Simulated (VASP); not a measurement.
GaAs, 2 atoms in the cell. Symmetry: F-43m, No. 216, cubic system. Conventional cell: a = 5.666 Å, b = 5.666 Å, c = 5.666 Å, α = 90.00°, β = 90.00°, γ = 90.00°. Ga (site symmetry -43m) has 4 As at 2.45 Å within 3.2 Å. As (site symmetry -43m) has 4 Ga at 2.45 Å within 3.2 Å. 

- Program: VASP 6.6.1
- Task: single point
- Functional: r2SCAN
- Potentials or basis: VASP PAW PBE potentials, release 64 (Ga_d, As)
- Cutoff: 550 eV
- k mesh: 6 × 6 × 6
- Occupations: gaussian, width 0.001 eV
- Spin: no spin polarisation
- Dipole correction: no
- Further INCAR settings: ALGO = Normal; EDIFF = 1e-06; NBANDS = 16

Potentials or basis: VASP PAW PBE potentials, release 64 (Ga_d, As).

The run is started by

```console
$ cat potpaw_PBE.64/Ga_d/POTCAR potpaw_PBE.64/As/POTCAR > POTCAR
$ cp INCAR.step1 INCAR
$ mpirun -np 1 vasp_std > vasp.out
$ cp INCAR.step2 INCAR
$ mpirun -np 1 vasp_std > vasp.out
```

Hardware: 1 thread of AMD EPYC 7R13 (shared host).

Problem. How long does it take, and how much memory?

Solution. Run time: 83 s on 1 thread of AMD EPYC 7R13 (shared host), peak memory 0.16 GiB. Counts: k points 16.
